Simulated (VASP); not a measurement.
# CoO: single point with PBEsol

The system is CoO.

```
Co O
1.0
    -1.47722    1.47722    2.06423
     1.47722   -1.47722    2.06423
     1.47722    1.47722   -2.06423
Co O
1 1
Direct
  0.00000 0.00000 0.00000
  0.50000 0.50000 0.00000
```

```
Program                : VASP 6.6.1
Task                   : single point
Functional             : PBEsol
Potentials or basis    : VASP PAW PBE potentials, release 64 (Co, O)
Cutoff                 : 520 eV
k mesh                 : 12 × 12 × 12
Occupations            : fermi-dirac, width 0.05 eV
Spin                   : collinear spin, ferromagnetic start
Starting moments       : [2.0, 0.0] μB
Dipole correction      : no
Further INCAR settings : ALGO = Normal; EDIFF = 1e-06; NBANDS = 18
```

| Item | Value |
| --- | --- |
| Pressure | -0.1 GPa |
| Net moment | 2.67 μB per cell |
| Site moments | Co +2.37; O +0.26 μB |
| Valence electrons inside the program's atomic spheres | Co 7.94; O 4.98 |

Stress tensor (GPa, compression positive):
```
-0.28  0.00  0.00
 0.00 -0.28  0.00
 0.00  0.00  0.30
```

Levels at points of the mesh, in eV from the Fermi level:
Spin up:
| k point | band 7 | band 8 | band 9 | band 10 | band 11 | band 12 |
| --- | --- | --- | --- | --- | --- | --- |
| (0.00, 0.00, 0.00) | -3.16 | -3.16 | -3.07 | 1.23 | 16.78 | 18.48 |
| (0.50, 0.00, 0.00) | -1.70 | 0.27 | 0.36 | 5.00 | 9.85 | 13.56 |
| (0.50, 0.50, 0.00) | -2.16 | -1.94 | -1.92 | 6.20 | 10.00 | 11.87 |
| (0.50, 0.50, 0.50) | -2.15 | -1.95 | -1.95 | 6.19 | 10.16 | 11.73 |
Spin down:
```
           k point  band 4  band 5  band 6  band 7  band 8  band 9
(0.00, 0.00, 0.00)   -3.03   -1.30   -1.30   -1.24   -0.29   -0.27
(0.50, 0.00, 0.00)   -5.30   -0.18   -0.15    0.17    2.64    2.70
(0.50, 0.50, 0.00)   -4.33   -2.59    0.13    0.16    0.24    0.87
(0.50, 0.50, 0.50)   -4.42   -2.59    0.14    0.14    0.29    0.86
```

Run time: 2.7 min on 1 thread of AMD EPYC 7R13 Processor (Zen 3), on a shared host, peak memory 0.18 GiB.

Caveat: the PAW data sets were made with another functional, which shifts forces and pressure a little; a cell with one magnetic atom can't hold antiferromagnetic order, which such compounds often take; semilocal functionals often make such compounds metallic where correlation or magnetic order opens a gap, which also shifts bond lengths. With open d or f shells a metallic result of PBEsol can be an artefact of self-interaction; +U or a hybrid may open a gap.
